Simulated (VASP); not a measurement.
Wanted: the native input for a VASP 6.6.1 run.

```yaml
Task: single point
Functional: PBE
Potentials_or_basis: VASP PAW PBE potentials, release 64 (K_sv, I)
Cutoff: 520 eV
k_mesh: 4 × 4 × 4
Occupations: gaussian, width 0.01 eV
Spin: no spin polarisation
Dipole_correction: no
Further_INCAR_settings: ALGO = Normal; EDIFF = 1e-07; NBANDS = 15
```

The structure of KI lies in POSCAR:

```
KI
1.0
    0.0299515839      3.5445661365      3.5445661365
    3.5445661365      0.0299515839      3.5445661365
    3.5745177203      3.5745177203     -0.0000000001
K I
1 1
Direct
    0.0000000000      0.0000000000      0.0000000000
    0.5000000000      0.5000000000      0.5000000000
```

This cell differs from its parent crystal: shear xy strain +1.7%.

These files were run (other wordings do the same):

INCAR

```
ALGO = Normal
EDIFF = 1E-7
ENCUT = 520
GGA = PE
ISIF = 2
ISMEAR = 0
LASPH = T
LCHARG = T
LELF = T
LREAL = F
LVHAR = T
LWAVE = F
NBANDS = 15
NELM = 80
PREC = Accurate
SIGMA = 0.01
```

KPOINTS

```
k-points
0
Gamma
  4 4 4
```

Potentials or basis: VASP PAW PBE potentials, release 64 (K_sv, I).

Run with:

```bash
$ cat potpaw_PBE.64/K_sv/POTCAR potpaw_PBE.64/I/POTCAR > POTCAR
$ mpirun -np 1 vasp_std > vasp.out
```

It gave:

```json
{
 "Pressure": "0.5 GPa",
 "Band gap on the k mesh": "3.92 eV, direct"
}
```

Caveat: the cell differs from its parent crystal (shear xy strain +1.7%); spin-orbit coupling is left out, which moves the levels of the heavy elements.

Wall time 30 s on 1 thread of AMD EPYC 7R13 Processor (Zen 3), with other jobs on the host, peak memory 0.21 GiB.
